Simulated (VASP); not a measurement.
# ZrAl2N3 (P6_3/mmc) in VASP: notebook, part 2 of 3

VASP 6.6.1. The steps go on from the part before.

## (4) Relaxation of cell and atoms, PBE

This run uses another cell than the first one, of 13.17 Å³/atom.

The input, INCAR:

```
PREC = Accurate
ENCUT = 600
EDIFF = 1E-7
ISMEAR = 0
SIGMA = 0.1
LREAL = F
LASPH = T
NELM = 60
ALGO = Normal
ISIF = 3
LWAVE = F
LCHARG = F
GGA = PE
IBRION = 2
NSW = 90
EDIFFG = -0.04
```

The input, KPOINTS:

```
regular mesh
0
Gamma
  6 6 1
```

The input, POSCAR:

```
ZrAl2N3
1.0
    3.2806362500      0.0000000000      0.0000000000
   -1.6403181300      2.8411143400      0.0000000000
    0.0000000000      0.0000000000     16.9531204300
Zr Al N
2 4 6
Direct
    0.3333333300      0.6666666700      0.7500000000
    0.6666666700      0.3333333300      0.2500000000
    0.3333333300      0.6666666700      0.0833333300
    0.3333333300      0.6666666700      0.4166666700
    0.6666666700      0.3333333300      0.9166666700
    0.6666666700      0.3333333300      0.5833333300
    0.0000000000      0.0000000000      0.6666666700
    0.0000000000      0.0000000000      0.0000000000
    0.0000000000      0.0000000000      0.3333333300
    0.0000000000      0.0000000000      0.8333333300
    0.0000000000      0.0000000000      0.1666666700
    0.0000000000      0.0000000000      0.5000000000
```

Potentials or basis: VASP PAW PBE potentials, release 64 (Zr_sv, Al, N).

Command:

```bash
$ cat potpaw_PBE.64/Zr_sv/POTCAR potpaw_PBE.64/Al/POTCAR potpaw_PBE.64/N/POTCAR > POTCAR
$ mpirun -np 1 vasp_std > vasp.out
```

OUTCAR:

```text
PREC = Accurate
   ENCUT = 600
   EDIFF = 1E-7
   ISMEAR = 0
   LREAL = F
   LASPH = T
   NELM = 60
   ISIF = 3
   GGA = PE
   IBRION = 2
   NSW = 90
   EDIFFG = -0.04

 ion  position               nearest neighbor table
   1  0.333  0.667  0.750-   7 2.36  10 2.36   7 2.36  10 2.36   7 2.36  10 2.36   5 3.40   6 3.40
                             5 3.40   6 3.40   5 3.40   6 3.40
   2  0.667  0.333  0.250-   9 2.36  11 2.36   9 2.36  11 2.36   9 2.36  11 2.36   3 3.40   4 3.40
                             3 3.40   4 3.40   3 3.40   4 3.40
   3  0.333  0.667  0.083-   8 2.36   8 2.36   8 2.36  11 2.36  11 2.36  11 2.36   2 3.40   2 3.40
                             2 3.40
   4  0.333  0.667  0.417-  12 2.36  12 2.36  12 2.36   9 2.36   9 2.36   9 2.36   2 3.40   2 3.40
                             2 3.40
   5  0.667  0.333  0.917-   8 2.36   8 2.36   8 2.36  10 2.36  10 2.36  10 2.36   1 3.40   1 3.40
                             1 3.40
   6  0.667  0.333  0.583-  12 2.36  12 2.36  12 2.36   7 2.36   7 2.36   7 2.36   1 3.40   1 3.40
                             1 3.40
   7  0.000  0.000  0.667-   1 2.36   1 2.36   1 2.36   6 2.36   6 2.36   6 2.36
   8  0.000  0.000  0.000-   3 2.36   5 2.36   5 2.36   3 2.36   5 2.36   3 2.36
   9  0.000  0.000  0.333-   2 2.36   2 2.36   2 2.36   4 2.36   4 2.36   4 2.36
  10  0.000  0.000  0.833-   1 2.36   1 2.36   1 2.36   5 2.36   5 2.36   5 2.36
  11  0.000  0.000  0.167-   2 2.36   2 2.36   2 2.36   3 2.36   3 2.36   3 2.36
  12  0.000  0.000  0.500-   4 2.36   6 2.36   6 2.36   4 2.36   6 2.36   4 2.36

  LATTYP: Found a hexagonal cell.
 ALAT       =     3.2806362500
 C/A-ratio  =     5.1676318671

  Lattice vectors:

 A1 = (   3.2806362500,   0.0000000000,   0.0000000000)
 A2 = (  -1.6403181300,   2.8411143400,   0.0000000000)
 A3 = (   0.0000000000,   0.0000000000,  16.9531204300)

Analysis of symmetry for initial positions (statically):
=====================================================================
 Subroutine PRICEL returns:
 Original cell was already a primitive cell.

 Routine SETGRP: Setting up the symmetry group for a
 hexagonal supercell.

 Subroutine GETGRP returns: Found 24 space group operations
 (whereof 12 operations were pure point group operations)
 out of a pool of 24 trial point group operations.

The static configuration has the point symmetry D_3d.
 The point group associated with its full space group is D_6h.

[... 138 lines left out ...]
  Thomas-Fermi vector in A             =   2.358844
   LORBIT       =      0    0 simple, 1 ext, 2 COOP (PROOUT), +10 PAW based schemes
   GGA     = PE    functional components
   LHFCALC =     F    Hartree Fock is set to
   AEXX    =    0.0000 exact exchange contribution
   IVDW    =     0    specifies the selected vdW correction
   LEPSILON=     F    determine dielectric tensor
   LRPA    =     F    only Hartree local field effects (RPA)
 conjugate gradient relaxation of ions
 non-spin polarized calculation
 Gauss-broadening in eV      SIGMA  =   0.10
  energy-cutoff  :      600.00
  volume of cell :      158.01
 maximum number of plane-waves:      5335
 NGX is ok and might be reduce to    28
   NGX = 13   NGY = 13   NGZ = 67

--------------------------------------- Ionic step        1  -------------------------------------------

 number of electron      66.0000000 magnetization

 Free energy of the ion-electron system (eV)
  ---------------------------------------------------
  ext. energy  EPLUGINS =         0.00000000
  ---------------------------------------------------
  free energy    TOTEN  =       -87.93648931 eV

  energy without entropy =      -87.91469880  energy(sigma->0) =      -87.92559405

 E-fermi :   7.7390     XC(G=0): -10.8759

 val. band max:        7.6882358284   @ k =   0.3333  -0.0000   0.0000
 cond. band min:       7.7427505661   @ k =   0.1667   0.1667   0.0000
 fundamental gap:      0.0545147378
 Fermi energy:         7.7389571152

 k-point     1 :       0.0000    0.0000    0.0000
  band No.  band energies     occupation
      1     -41.5830      2.00000
      2     -41.5830      2.00000
      3     -19.7706      2.00000
      4     -19.7706      2.00000
      5     -19.2748      2.00000
      6     -19.2748      2.00000
[... 421 lines left out ...]
  FREE ENERGIE OF THE ION-ELECTRON SYSTEM (eV)
  ---------------------------------------------------
  free  energy   TOTEN  =       -92.2031262069 eV

  energy  without entropy=      -92.1890911955  energy(sigma->0) =      -92.19610870

[... ionic steps 4 to 7 ...]

--------------------------------------- Ionic step        8  -------------------------------------------

 number of electron      66.0000000 magnetization

------------------------ aborting loop because EDIFF is reached ----------------------------------------
[... 87 lines left out ...]
--------------------------------------- Ionic step       10  -------------------------------------------

 number of electron      66.0000000 magnetization

 Free energy of the ion-electron system (eV)
  ---------------------------------------------------
  ext. energy  EPLUGINS =         0.00000000
  ---------------------------------------------------
  free energy    TOTEN  =       -92.81595480 eV

  energy without entropy =      -92.79801496  energy(sigma->0) =      -92.80698488

 E-fermi :  10.7035     XC(G=0): -12.0868

 val. band max:       10.6574791743   @ k =   0.3333  -0.0000   0.0000
 cond. band min:      10.8748159649   @ k =   0.1667  -0.0000   0.0000
 fundamental gap:      0.2173367906
 Fermi energy:        10.7035420242

 k-point     1 :       0.0000    0.0000    0.0000
  band No.  band energies     occupation
      1     -37.9950      2.00000
      2     -37.9950      2.00000
      3     -16.4609      2.00000
      4     -16.4606      2.00000
      5     -15.3399      2.00000
      6     -15.3399      2.00000
[... 329 lines left out ...]
  FREE ENERGIE OF THE ION-ELECTRON SYSTEM (eV)
  ---------------------------------------------------
  free  energy   TOTEN  =       -92.8159548011 eV

  energy  without entropy=      -92.7980149628  energy(sigma->0) =      -92.80698488

 reached required accuracy - stopping structural energy minimisation
```

CONTCAR:

```text
ZrAl2N3
   1.00000000000000
     2.9770483375466803    0.0000000005370161    0.0000000000000000
    -1.4885241728455740    2.5781994933362644   -0.0000000000000000
     0.0000000000000000    0.0000000000000000   15.8098947285933811
  Zr              Al              N
     2     4     6
Direct
     0.3333333300000021    0.6666666699999979    0.7500000000000000
     0.6666666699999979    0.3333333300000021    0.2500000000000000
     0.3333333300000021    0.6666666699999979    0.0803268724336055
     0.3333333300000021    0.6666666699999979    0.4196731275663945
     0.6666666699999979    0.3333333300000021    0.9196731275663944
     0.6666666699999979    0.3333333300000021    0.5803268724336056
     1.0000000000000000    0.0000000000000000    0.6576492869602438
     0.0000000000000000    0.0000000000000000    0.0000000000000000
     0.0000000000000000    0.0000000000000000    0.3423507130397561
     1.0000000000000000    0.0000000000000000    0.8423507130397562
     0.0000000000000000    0.0000000000000000    0.1576492869602438
     1.0000000000000000    0.0000000000000000    0.5000000000000000

  0.00000000E+00  0.00000000E+00  0.00000000E+00
  0.00000000E+00  0.00000000E+00  0.00000000E+00
  0.00000000E+00  0.00000000E+00  0.00000000E+00
  0.00000000E+00  0.00000000E+00  0.00000000E+00
  0.00000000E+00  0.00000000E+00  0.00000000E+00
  0.00000000E+00  0.00000000E+00  0.00000000E+00
  0.00000000E+00  0.00000000E+00  0.00000000E+00
  0.00000000E+00  0.00000000E+00  0.00000000E+00
  0.00000000E+00  0.00000000E+00  0.00000000E+00
  0.00000000E+00  0.00000000E+00  0.00000000E+00
  0.00000000E+00  0.00000000E+00  0.00000000E+00
  0.00000000E+00  0.00000000E+00  0.00000000E+00
```

Wall time 16 min (1 thread of Intel Xeon 8259CL, shared host); peak memory 0.37 GiB.

What came out:

| Item | Value |
| --- | --- |
| Free energy | -92.8160 eV |
| Relaxed volume | 10.11 Å³/atom |
| Relaxed cell | a = 2.977 Å, b = 2.977 Å, c = 15.810 Å, α = 90.00°, β = 90.00°, γ = 120.00° |
| Space group after relaxing (to 0.1 Å) | P6_3/mmc (No. 194) |
| Energy gained by relaxing | 406.6 meV/atom |
| Ionic steps | 10 |
| Pressure after relaxing | 0.0 GPa |
| Largest force after relaxing | 0.036 eV/Å |
| Band gap on the k mesh | zero (bands 33 and 34 overlap by 1.04 eV) |

Forces in eV/Å, atoms in the order of the input:
```
Zr   0.000  0.000  0.000
Zr   0.000  0.000  0.000
Al   0.000  0.000  0.007
Al   0.000  0.000 -0.007
Al   0.000  0.000 -0.007
Al   0.000  0.000  0.007
N    0.000  0.000 -0.036
N    0.000  0.000  0.000
N    0.000  0.000  0.036
N    0.000  0.000  0.036
N    0.000  0.000 -0.036
N    0.000  0.000  0.000
```

Step by step:
| step | energy change (eV) | largest force (eV/Å) | pressure (GPa) | volume (Å³) |
| --- | --- | --- | --- | --- |
| 1 | 0.0000 | 0.6651 | -30.91 | 158.01 |
| 2 | -2.4146 | 3.6778 | 42.74 | 106.72 |
| 3 | -4.2666 | 2.3559 | 0.25 | 123.52 |
| 4 | -4.2678 | 2.3978 | 1.37 | 122.89 |
| 5 | -4.8372 | 0.4765 | 3.04 | 119.99 |
| 6 | -4.8399 | 0.4942 | 3.28 | 119.77 |
| 7 | -4.8594 | 0.1164 | -3.10 | 123.02 |
| 8 | -4.8775 | 0.1268 | -0.58 | 121.67 |
| 9 | -4.8794 | 0.0417 | 0.11 | 121.27 |
| 10 | -4.8795 | 0.0357 | -0.03 | 121.35 |

Final structure:
```
CELL_PARAMETERS angstrom
2.97705 0.00000 0.00000
-1.48852 2.57820 0.00000
0.00000 0.00000 15.80989
ATOMIC_POSITIONS crystal
Zr 0.33333 0.66667 0.75000
Zr 0.66667 0.33333 0.25000
Al 0.33333 0.66667 0.08033
Al 0.33333 0.66667 0.41967
Al 0.66667 0.33333 0.91967
Al 0.66667 0.33333 0.58033
N 0.00000 0.00000 0.65765
N 0.00000 0.00000 0.00000
N 0.00000 0.00000 0.34235
N 0.00000 0.00000 0.84235
N 0.00000 0.00000 0.15765
N 0.00000 0.00000 0.50000
```

Levels at points of the mesh, in eV from the Fermi level:
| k point | band 31 | band 32 | band 33 | band 34 | band 35 | band 36 |
| --- | --- | --- | --- | --- | --- | --- |
| (0.00, 0.00, 0.00) | -1.46 | -1.15 | 0.18 | 1.34 | 2.11 | 2.35 |
| (0.50, 0.00, 0.00) | -2.21 | -1.23 | -0.31 | 0.42 | 1.11 | 2.09 |

Caveat: the k points lie up to 0.41 Å⁻¹ apart in the final cell, too coarse for converged energies and pressures of a metal; the volume moved by over 15 % at a fixed basis, so the end points are rough.

[end of part 2 of 3]
